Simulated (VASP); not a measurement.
Runs of VASP 6.6.1 on CaB2. The structure is that of space group P6/mmm (No. 191), or close to it. The cells are those of the table. 

```csv
task,level,potentials or basis,cell,k mesh,smearing,grid for exact exchange (PRECFOCK),share of exact exchange,screening parameter,gap on the mesh (eV),pressure (GPa)
relaxation of the atoms,PBE,"VASP PAW PBE potentials, release 64 (Ca_sv, B)","atoms relaxed from a = 3.226, b = 3.226, c = 4.149 Å, angles 90.0, 90.0, 120.0°, 3 atoms",8 × 8 × 6,fermi-dirac 0.05 eV,-,-,-,none,-2.3
relaxation of the atoms,PBE,"VASP PAW PBE potentials, release 64 (Ca_sv, B)","atoms relaxed from a = 3.226, b = 3.226, c = 4.108 Å, angles 90.0, 90.0, 120.0°, 3 atoms",8 × 8 × 6,fermi-dirac 0.05 eV,-,-,-,none,-1.2
single point,LDA,"VASP PAW LDA potentials, release 64 (Ca_sv, B)","a = 3.226, b = 3.226, c = 4.067 Å, angles 90.0, 90.0, 120.0°, 3 atoms",15 × 15 × 11,gaussian 0.1 eV,-,-,-,none,-6.6
single point,PBE,"VASP PAW PBE potentials, release 64 (Ca_sv, B)","a = 3.226, b = 3.226, c = 4.067 Å, angles 90.0, 90.0, 120.0°, 3 atoms",9 × 9 × 7,fermi-dirac 0.05 eV,-,-,-,none,-0.1
single point,LDA,"VASP PAW LDA potentials, release 64 (Ca_sv, B)","a = 3.226, b = 3.226, c = 4.067 Å, angles 90.0, 90.0, 120.0°, 3 atoms",11 × 11 × 8,gaussian 0.1 eV,-,-,-,none,-6.6
single point,PBE-based screened hybrid with 10 % exact exchange,"VASP PAW PBE potentials, release 64 (Ca_sv, B)","a = 3.226, b = 3.226, c = 4.067 Å, angles 90.0, 90.0, 120.0°, 3 atoms",5 × 5 × 4,fermi-dirac 0.05 eV,Normal,0.1,0.20787 1/Å,none,-0.2
single point,LDA,"VASP PAW LDA potentials, release 64 (Ca_sv, B)","a = 3.226, b = 3.226, c = 4.067 Å, angles 90.0, 90.0, 120.0°, 3 atoms",9 × 9 × 6,gaussian 0.1 eV,-,-,-,none,-6.6
single point,HSE06,"VASP PAW PBE potentials, release 64 (Ca_sv, B)","a = 3.226, b = 3.226, c = 4.067 Å, angles 90.0, 90.0, 120.0°, 3 atoms",5 × 5 × 4,fermi-dirac 0.05 eV,Normal,0.25,0.2079 1/Å,none,(a)
```

Alike in all rows: no spin polarisation; cutoff (eV) 520.

Task: Estimate the missing entries.

Result: (a) -0.4.

Caveats: some runs use coarse meshes; the cell stands under tension (at least some runs); the relaxation stopped at its first step, so nothing moved (at least some runs); the PAW data sets were made with another functional, which shifts forces and pressure a little (at least some runs).

A gap of «none» marks levels without a gap at the run's occupations.
